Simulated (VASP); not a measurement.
Set up this calculation in VASP 6.6.1, as the native input.

```yaml
Task: single point
Functional: r2SCAN
Dispersion: D3(BJ)
Potentials_or_basis: VASP PAW PBE potentials, release 64 (Si, O)
Cutoff: 520 eV
k_mesh: 9 × 9 × 9
Occupations: fermi-dirac, width 0.05 eV
Spin: no spin polarisation
Dipole_correction: no
Further_INCAR_settings: ALGO = Normal; EDIFF = 1e-06; NBANDS = 12
```

The system is SiO.

```
CELL_PARAMETERS angstrom
0.00000 2.44573 2.44573
2.44573 0.00000 2.44573
2.44573 2.44573 0.00000
ATOMIC_POSITIONS crystal
Si 0.75000 0.75000 0.75000
O 0.00000 0.00000 0.00000
```

One way to write it, as run:

POSCAR

```
SiO
1.0
    0.0000000000      2.4457311130      2.4457311130
    2.4457311130      0.0000000000      2.4457311130
    2.4457311130      2.4457311130      0.0000000000
Si O
1 1
Direct
    0.7500000000      0.7500000000      0.7500000000
    0.0000000000      0.0000000000      0.0000000000
```

INCAR.step1

```
PREC     = Accurate       # precision mode
ENCUT    = 520            # plane-wave cutoff, eV
ISMEAR   = -1             # smearing method
SIGMA    = 0.05           # smearing width, eV
LREAL    = F              # projectors in reciprocal space
LASPH    = T              # aspherical terms in the spheres
NELM     = 60             # most SCF steps
NBANDS   = 12             # bands
GGA      = PE             # functional
ALGO     = Normal         # electronic algorithm
EDIFF    = 1E-4           # SCF threshold, eV
LWAVE    = T              # write WAVECAR
LCHARG   = F              # write CHGCAR
```

INCAR.step2

```
PREC     = Accurate       # precision mode
ENCUT    = 520            # plane-wave cutoff, eV
EDIFF    = 1E-6           # SCF threshold, eV
ISMEAR   = -1             # smearing method
SIGMA    = 0.05           # smearing width, eV
LREAL    = F              # projectors in reciprocal space
LASPH    = T              # aspherical terms in the spheres
NELM     = 60             # most SCF steps
ALGO     = Normal         # electronic algorithm
ISIF     = 2              # what is computed and relaxed
LWAVE    = F              # write WAVECAR
LCHARG   = F              # write CHGCAR
METAGGA  = R2SCAN         # meta-GGA
LMIXTAU  = T            
IVDW     = 12             # dispersion correction
VDW_S6   = 1.0          
VDW_S8   = 0.78981345   
VDW_A1   = 0.49484001   
VDW_A2   = 5.73083694   
NBANDS   = 12             # bands
ISTART   = 1
```

KPOINTS

```
regular mesh
0
Gamma
  9 9 9
```

Potentials or basis: VASP PAW PBE potentials, release 64 (Si, O).

Launch:

```console
$ cat potpaw_PBE.64/Si/POTCAR potpaw_PBE.64/O/POTCAR > POTCAR
$ cp INCAR.step1 INCAR
$ mpirun -np 1 vasp_std > vasp.out
$ cp INCAR.step2 INCAR
$ mpirun -np 1 vasp_std > vasp.out
```

Results of the run:

- Pressure: 0.0 GPa
- Band gap on the k mesh: zero (bands 5 and 6 overlap by 0.32 eV)
- Dispersion energy per atom: -0.106 eV

Caveat: the PAW data sets were made with another functional, which shifts forces and pressure a little.

Wall time 74 s on 1 thread of Intel Xeon 8259CL (shared host), peak memory 0.17 GiB.
